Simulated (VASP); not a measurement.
Wanted: the native input for a VASP 6.6.1 run.

```
Task                   : single point
Functional             : PBEsol
Potentials or basis    : VASP PAW PBE potentials, release 64 (N)
Cutoff                 : 520 eV
k mesh                 : 4 × 4 × 3
Occupations            : methfessel-paxton, width 0.01 eV
Spin                   : no spin polarisation
Dipole correction      : no
Further INCAR settings : ALGO = Normal; EDIFF = 1e-06; NBANDS = 18
```

The structure of N lies in POSCAR:

```
N
1.0
    4.0840620000      0.0000000000      0.0000000000
    0.0000000000      4.0840620000      0.0000000000
    0.0000000000      0.0000000000      5.3459130000
N
4
Direct
    0.9042750000      0.9042750000      0.0000000000
    0.5957250000      0.4542750000      0.5000000000
    0.0957250000      0.0957250000      0.0000000000
    0.4042750000      0.5957250000      0.5000000000
```

One way to write it, as run:

INCAR

```
ALGO = Normal ; EDIFF = 1E-6
ENCUT = 520 ; GGA = PS
ISIF = 2 ; ISMEAR = 1
LASPH = True ; LCHARG = False
LREAL = False ; LWAVE = False
NBANDS = 18 ; NELM = 60
PREC = Accurate ; SIGMA = 0.01
```

KPOINTS

```
k-points
0
Gamma
  4 4 3
```

Potentials or basis: VASP PAW PBE potentials, release 64 (N).

The run is started by

```sh
$ cat potpaw_PBE.64/N/POTCAR > POTCAR
$ mpirun -np 1 vasp_std > vasp.out
```

It gave:

```
Pressure               : 21.4 GPa
Largest force          : 36.289 eV/Å
Band gap on the k mesh : 7.12 eV (least direct gap 7.33 eV)
```

Caveat: the standard files for N, O and F lose accuracy on very short bonds; atoms lie so close that the PAW spheres overlap strongly, which falsifies energies and pressures; the cell stands under pressure; this functional lacks dispersion, which holds the molecules together, so the pressure and a relaxed volume are unreliable; the PAW data sets were made with another functional, which shifts forces and pressure a little; an odd mesh through Γ misses points on the zone boundary, where band edges can lie.

Run time: 34 s on 1 thread of Intel Xeon 8259CL (shared host), peak memory 0.18 GiB.
